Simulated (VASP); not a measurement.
# Ge (Fmmm) in VASP: a series of runs

The runs below take Ge through single point, relaxation of cell and atoms, with PBEsol, PBE-based screened hybrid.

Everything below comes from runs of VASP 6.6.1. Logs are shortened: lines on timing, memory, paths and dates and some standing lists are left out, and cuts for length are marked.

## (1) The cell of the first run

Symmetry: Fmmm, No. 69, orthorhombic system. Conventional cell: a = 5.159 Å, b = 5.667 Å, c = 9.812 Å, α = 90.00°, β = 90.00°, γ = 90.00°. Within 3.4 Å of Ge (site symmetry m2m) lie 8 Ge at 2.58 to 3.09 Å. Ge (site symmetry mm2) has 8 Ge at 2.63 to 2.99 Å within 3.5 Å.

## (2) Single point, PBEsol

INCAR

```
ALGO = Normal ; EDIFF = 1E-6
ENCUT = 520 ; GGA = PS
ISIF = 2 ; ISMEAR = -1
LASPH = True ; LCHARG = False
LREAL = False ; LWAVE = False
NBANDS = 36 ; NELM = 80
PREC = Accurate ; SIGMA = 0.05
```

KPOINTS

```
k-points
0
Gamma
  7 7 7
```

POSCAR

```
Ge
1.0
    0.0000000000      2.8335662053      4.9061505384
    2.5795114324      0.0000000000      4.9061505384
    2.5795114324      2.8335662053      0.0000000000
Ge
4
Direct
    0.7271890532      0.2728109468      0.7271890532
    0.2728109468      0.7271890532      0.2728109468
    0.2248015788      0.2248015788      0.7751984212
    0.7751984212      0.7751984212      0.2248015788
```

Potentials or basis: VASP PAW PBE potentials, release 64 (Ge_d).

Started as:

```bash
$ cat potpaw_PBE.64/Ge_d/POTCAR > POTCAR
$ mpirun -np 1 vasp_std > vasp.out
```

OUTCAR:

```text
EDIFF = 1E-6
   ENCUT = 520
   GGA = PS
   ISIF = 2
   ISMEAR = -1
   LASPH = True
   LREAL = False
   NELM = 80
   PREC = Accurate

 ion  position               nearest neighbor table
   1  0.727  0.273  0.727-   2 2.58   2 2.59   2 2.59   3 2.69   4 2.69
   2  0.273  0.727  0.273-   1 2.58   1 2.59   1 2.59   3 2.69   4 2.69
   3  0.225  0.225  0.775-   4 2.63   4 2.63   1 2.69   2 2.69   4 2.88   4 2.88
   4  0.775  0.775  0.225-   3 2.63   3 2.63   1 2.69   2 2.69   3 2.88   3 2.88

  LATTYP: Found a face centered orthorhombic cell.
 ALAT       =     5.1590228648
 B/A-ratio  =     1.0984894929
 C/A-ratio  =     1.9019689065

  Lattice vectors:

 A1 = (   0.0000000000,   2.8335662053,   4.9061505384)
 A2 = (   2.5795114324,   0.0000000000,   4.9061505384)
 A3 = (   2.5795114324,   2.8335662053,   0.0000000000)

Analysis of symmetry for initial positions (statically):
=====================================================================
 Subroutine PRICEL returns:
 Original cell was already a primitive cell.

 Routine SETGRP: Setting up the symmetry group for a
 face centered orthorhombic supercell.

 Subroutine GETGRP returns: Found  8 space group operations
 (whereof  8 operations were pure point group operations)
 out of a pool of  8 trial point group operations.

The static configuration has the point symmetry D_2h.

Analysis of symmetry for dynamics (positions and initial velocities):
=====================================================================
 Subroutine PRICEL returns:
 Original cell was already a primitive cell.

 Routine SETGRP: Setting up the symmetry group for a
 face centered orthorhombic supercell.

 Subroutine GETGRP returns: Found  8 space group operations
 (whereof  8 operations were pure point group operations)
 out of a pool of  8 trial point group operations.

The dynamic configuration has the point symmetry D_2h.

 Subroutine INISYM returns: Found  8 space group operations
 (whereof  8 operations are pure point group operations),
 and found     1 'primitive' translations

----------------------------------------------------------------------------------------

                                     Primitive cell

  volume of cell :      71.7202

  direct lattice vectors                    reciprocal lattice vectors
     0.000000000  2.833566205  4.906150538    -0.193835156  0.176456085  0.101912894
     2.579511432  0.000000000  4.906150538     0.193835156 -0.176456085  0.101912894
     2.579511432  2.833566205  0.000000000     0.193835156  0.176456085 -0.101912894

  length of vectors
     5.665634170  5.542940766  3.831837245     0.281238432  0.281238432  0.281238432

  position of ions in fractional coordinates (direct lattice)
     0.727189053  0.272810947  0.727189053
     0.272810947  0.727189053  0.272810947
     0.224801579  0.224801579  0.775198421
     0.775198421  0.775198421  0.224801579

  ion indices of the primitive-cell ions
   primitive index   ion index
                 1           1
                 2           2
                 3           3
                 4           4

----------------------------------------------------------------------------------------

 KPOINTS: k-points

Automatic generation of k-mesh.
 Grid dimensions read from file:
 generate k-points for:    7    7    7

 Generating k-lattice:

  Cartesian coordinates                     Fractional coordinates (reciprocal lattice)
    -0.027690737  0.025208012  0.014558985     0.142857143  0.000000000  0.000000000
     0.027690737 -0.025208012  0.014558985    -0.000000000  0.142857143 -0.000000000
     0.027690737  0.025208012 -0.014558985     0.000000000  0.000000000  0.142857143

  Length of vectors
     0.040176919  0.040176919  0.040176919

  Shift w.r.t. Gamma in fractional coordinates (k-lattice)
     0.000000000  0.000000000  0.000000000

 Subroutine IBZKPT returns following result:
 ===========================================

 Found     64 irreducible k-points:

 Following reciprocal coordinates:
            Coordinates               Weight
  0.000000  0.000000  0.000000      1.000000
  0.142857  0.000000  0.000000      8.000000
  0.285714  0.000000  0.000000      8.000000
  0.428571  0.000000  0.000000      8.000000
  0.142857  0.142857  0.000000      2.000000
  0.285714  0.142857  0.000000      8.000000
[... 16 lines left out ...]
  0.000000  0.142857  0.142857      2.000000
  0.285714  0.142857  0.142857      4.000000
 [... further k-points ...]
   k-points           NKPTS =     64   k-points in BZ     NKDIM =     64   number of bands    NBANDS=     36
   number of dos      NEDOS =    301   number of ions     NIONS =      4
   total plane-waves  NPLWV =  49392
   dimension x,y,z NGX =    42 NGY =   42 NGZ =   28
   dimension x,y,z NGXF=    84 NGYF=   84 NGZF=   56
   ions per type =               4
   NGX,Y,Z   is equivalent  to a cutoff of  12.32, 12.60, 12.15 a.u.
   NGXF,Y,Z  is equivalent  to a cutoff of  24.65, 25.19, 24.30 a.u.
 SYSTEM =  unknown system
   PREC   = accura    normal or accurate (medium, high low for compatibility)
   ISTART =      0    job   : 0-new  1-cont  2-samecut
   ICHARG =      2    charge: 1-file 2-atom 10-const
   ISPIN  =      1    spin polarized calculation?
   LNONCOLLINEAR =      F non collinear calculations
   LSORBIT =      F    spin-orbit coupling
   LASPH  =      T    aspherical Exc in radial PAW
   ENCUT  =  520.0 eV  38.22 Ry    6.18 a.u.  10.53 10.31  7.12*2*pi/ulx,y,z
   NELM   =     80;   NELMIN=  2; NELMDL= -5     # of ELM steps
   EDIFF  = 0.1E-05   stopping-criterion for ELM
   LREAL  =      F    real-space projection
   EDIFFG = 0.1E-04   stopping-criterion for IOM
   NSW    =      0    number of steps for IOM
   IBRION =     -1    ionic relax: 0-MD 1-quasi-New 2-CG
   NFREE  =      0    steps in history (QN), initial steepest desc. (CG)
   ISIF   =      2    stress and relaxation
   ISYM   =      2    0-nonsym 1-usesym 2-fastsym
   POTIM  = 0.5000    time-step for ionic-motion
   TEBEG  =    0.0;   TEEND  =   0.0 temperature during run
   PSTRESS=    0.0 pullay stress
   NELECT =      56.0000    total number of electrons
   NUPDOWN=      -1.0000    fix difference up-down
   EMIN   =  10.00;   EMAX   =-10.00  energy-range for DOS
   EFERMI =   0.00;   METHOD = LEGACY
   ISMEAR =    -1;   SIGMA  =   0.05  broadening in eV -4-tet -1-fermi 0-gaus
   EFERMI_NEDOS =   21; number of points for ismear=-14 and -15
   IALGO  =     38    algorithm
   IMIX   =      4    mixing-type and parameters
     AMIX     =   0.40;   BMIX     =  1.00
     AMIX_MAG =   1.60;   BMIX_MAG =  1.00
  volume/ion in A,a.u.               =      17.93       121.00
  Fermi-wavevector in a.u.,A,eV,Ry     =   1.507499  2.848759 30.919951  2.272552
  Thomas-Fermi vector in A             =   2.618077
   LORBIT       =      0    0 simple, 1 ext, 2 COOP (PROOUT), +10 PAW based schemes
   GGA     = PS    functional components
   LHFCALC =     F    Hartree Fock is set to
   AEXX    =    0.0000 exact exchange contribution
   IVDW    =     0    specifies the selected vdW correction
   LEPSILON=     F    determine dielectric tensor
   LRPA    =     F    only Hartree local field effects (RPA)
 non-spin polarized calculation
  energy-cutoff  :      520.00
  volume of cell :       71.72
 maximum number of plane-waves:      1952
 NGX is ok and might be reduce to    42
   NGX = 21   NGY = 21   NGZ = 15

 number of electron      56.0000015 magnetization

 Free energy of the ion-electron system (eV)
  ---------------------------------------------------
  ext. energy  EPLUGINS =         0.00000000
  ---------------------------------------------------
  free energy    TOTEN  =       -19.06257631 eV

  energy without entropy =      -19.05033768  energy(sigma->0) =      -19.05645700

 E-fermi :   7.0047     XC(G=0): -11.6366

 val. band max:        6.9898279883   @ k =  -0.4286   0.0000   0.1429
 cond. band min:       7.0054762676   @ k =  -0.4286   0.2857  -0.0000
 fundamental gap:      0.0156482793
 Fermi energy:         7.0046597150

 k-point     1 :       0.0000    0.0000    0.0000
  band No.  band energies     occupation
      1     -17.7058      2.00000
      2     -17.6612      2.00000
      3     -17.6116      2.00000
      4     -17.5989      2.00000
      5     -17.5977      2.00000
      6     -17.5936      2.00000
[... 28 lines left out ...]
     35      14.6860      0.00000
     36      15.3006      0.00000

 k-point     2 :       0.1429    0.0000    0.0000
  band No.  band energies     occupation
      1     -17.6913      2.00000
      2     -17.6523      2.00000
      3     -17.6113      2.00000
      4     -17.5970      2.00000
      5     -17.5910      2.00000
      6     -17.5884      2.00000
[... 28 lines left out ...]
     35      14.1519      0.00000
     36      14.6972      0.00000

 k-point     3 :       0.2857    0.0000    0.0000
  band No.  band energies     occupation
      1     -17.6514      2.00000
      2     -17.6270      2.00000
      3     -17.6142      2.00000
      4     -17.5959      2.00000
      5     -17.5767      2.00000
      6     -17.5732      2.00000
[... 28 lines left out ...]
     35      14.2696      0.00000
     36      14.3946      0.00000

 k-point     4 :       0.4286    0.0000    0.0000
  band No.  band energies     occupation
      1     -17.6175      2.00000
      2     -17.6089      2.00000
      3     -17.5944      2.00000
      4     -17.5820      2.00000
      5     -17.5652      2.00000
      6     -17.5550      2.00000
[... 28 lines left out ...]
     35      14.0426      0.00000
     36      14.1529      0.00000

 k-point     5 :       0.1429    0.1429    0.0000
  band No.  band energies     occupation
      1     -17.7033      2.00000
      2     -17.6603      2.00000
      3     -17.6039      2.00000
      4     -17.5967      2.00000
      5     -17.5944      2.00000
      6     -17.5931      2.00000
[... 655 lines left out ...]
 k-point    22 :      -0.1429   -0.0000    0.1429
  band No.  band energies     occupation
      1     -17.6665      2.00000
      2     -17.6439      2.00000
      3     -17.6102      2.00000
      4     -17.5981      2.00000
      5     -17.5847      2.00000
      6     -17.5769      2.00000
[... 28 lines left out ...]
     35      12.7865      0.00000
     36      14.3481      0.00000

 k-point    23 :       0.0000    0.1429    0.1429
  band No.  band energies     occupation
      1     -17.6685      2.00000
      2     -17.6455      2.00000
      3     -17.6188      2.00000
      4     -17.6010      2.00000
      5     -17.5859      2.00000
      6     -17.5852      2.00000
[... 28 lines left out ...]
     35      13.6835      0.00000
     36      15.0429      0.00000

 k-point    24 :       0.2857    0.1429    0.1429
  band No.  band energies     occupation
      1     -17.6917      2.00000
      2     -17.6417      2.00000
      3     -17.6103      2.00000
      4     -17.5971      2.00000
      5     -17.5892      2.00000
      6     -17.5798      2.00000
[... 28 lines left out ...]
     35      14.2261      0.00000
     36      14.8526      0.00000

 [... further k-points ...]
[... 5 lines left out ...]
  --------------------------------------------------------------------------------------
  -------------------------------------------------------------------------------------
  Total        0.7912605      0.8113677      0.8080927     -0.0000000      0.0000000      0.0000000
  in kB       17.6761794     18.1253578     18.0521984     -0.0000000      0.0000000      0.0000000
  external PRESSURE =      17.9512452 kB  Pullay stress =       0.0000000 kB

 VOLUME and BASIS-vectors are now :
 -----------------------------------------------------------------------------
  energy-cutoff  :      520.00
  volume of cell :       71.72
      direct lattice vectors                 reciprocal lattice vectors
     0.000000000  2.833566205  4.906150538    -0.193835156  0.176456085  0.101912894
     2.579511432  0.000000000  4.906150538     0.193835156 -0.176456085  0.101912894
     2.579511432  2.833566205  0.000000000     0.193835156  0.176456085 -0.101912894

 POSITION                                       TOTAL-FORCE (eV/Angst)
 -----------------------------------------------------------------------------------
      2.57951      4.12108      4.90615         0.000000     -0.000978      0.000000
      2.57951      1.54606      4.90615         0.000000      0.000978      0.000000
      2.57951      2.83357      2.20582         0.000000      0.000000     -0.002164
      2.57951      2.83357      7.60648         0.000000      0.000000      0.002164
 -----------------------------------------------------------------------------------
    total drift:                                0.000000      0.000000      0.000000

  FREE ENERGIE OF THE ION-ELECTRON SYSTEM (eV)
  ---------------------------------------------------
  free  energy   TOTEN  =       -19.0625763090 eV

  energy  without entropy=      -19.0503376843  energy(sigma->0) =      -19.05645700
```

Run time: 99 s. Hardware: 1 thread of Intel Xeon 6975P-C (Granite Rapids), shared host; peak memory 0.28 GiB.

What came out:

- Free energy: -19.0626 eV
- Pressure: 1.8 GPa
- Band gap on the k mesh: zero (band 28 reaches 8.12 eV, above the bottom of band 29 at 5.11 eV)

Forces on the atoms (eV/Å):
```
Ge   0.000 -0.001  0.000
Ge   0.000  0.001  0.000
Ge   0.000  0.000 -0.002
Ge   0.000  0.000  0.002
```

Levels at points of the mesh, in eV from the Fermi level:
```tsv
k point	band 25	band 26	band 27	band 28	band 29	band 30	band 31	band 32
(0.00, 0.00, 0.00)	-3.09	-2.52	-2.16	-2.10	-1.89	2.93	3.46	4.12
```

Caveat: the PAW data sets were made with another functional, which shifts forces and pressure a little.

## (3) Single point, PBEsol

This run uses another cell than the first one, of 18.38 Å³/atom, 1.025 times its volume.

INCAR

```
SYSTEM = Ge
ALGO = Normal ; EDIFF = 1E-6
ENCUT = 520 ; GGA = PS
ISIF = 2 ; ISMEAR = -1
LASPH = .TRUE. ; LCHARG = .FALSE.
LREAL = .FALSE. ; LWAVE = .FALSE.
NBANDS = 36 ; NELM = 100
PREC = Accurate ; SIGMA = 0.05
```

KPOINTS

```
k-points
0
G
  7 7 7
  0 0 0
```

POSCAR

```
Ge
1.0
    0.0000000000      2.8571656215      4.9598363196
    2.5945102089      0.0000000000      4.9598363196
    2.5945102089      2.8571656215      0.0000000000
Ge
4
Direct
    0.7265391412      0.2734608588      0.7265391412
    0.2734608588      0.7265391412      0.2734608588
    0.2234502010      0.2234502010      0.7765497990
    0.7765497990      0.7765497990      0.2234502010
```

Potentials or basis: VASP PAW PBE potentials, release 64 (Ge_d).

Started as:

```bash
$ cat potpaw_PBE.64/Ge_d/POTCAR > POTCAR
$ mpirun -np 1 vasp_std > vasp.out
```

Wall time 1.7 min (1 thread of Intel Xeon 6975P-C (Granite Rapids), shared host); peak memory 0.29 GiB.

The run converged. Its results:

- Free energy: -19.0747 eV
- Pressure: -0.2 GPa
- Largest force: 0.009 eV/Å
- Band gap on the k mesh: zero (band 28 reaches 7.86 eV, above the bottom of band 29 at 4.90 eV)

Forces in eV/Å, atoms in the order of the input:
```
Ge   0.000 -0.009  0.000
Ge   0.000  0.009  0.000
Ge   0.000  0.000 -0.003
Ge   0.000  0.000  0.003
```

Levels at points of the mesh, in eV from the Fermi level:
```csv
k point,band 25,band 26,band 27,band 28,band 29,band 30,band 31,band 32
"(0.00, 0.00, 0.00)",-3.08,-2.43,-2.06,-2.05,-1.83,2.94,3.52,4.04
```

Caveat: the PAW data sets were made with another functional, which shifts forces and pressure a little.

[end of part 1 of 2]
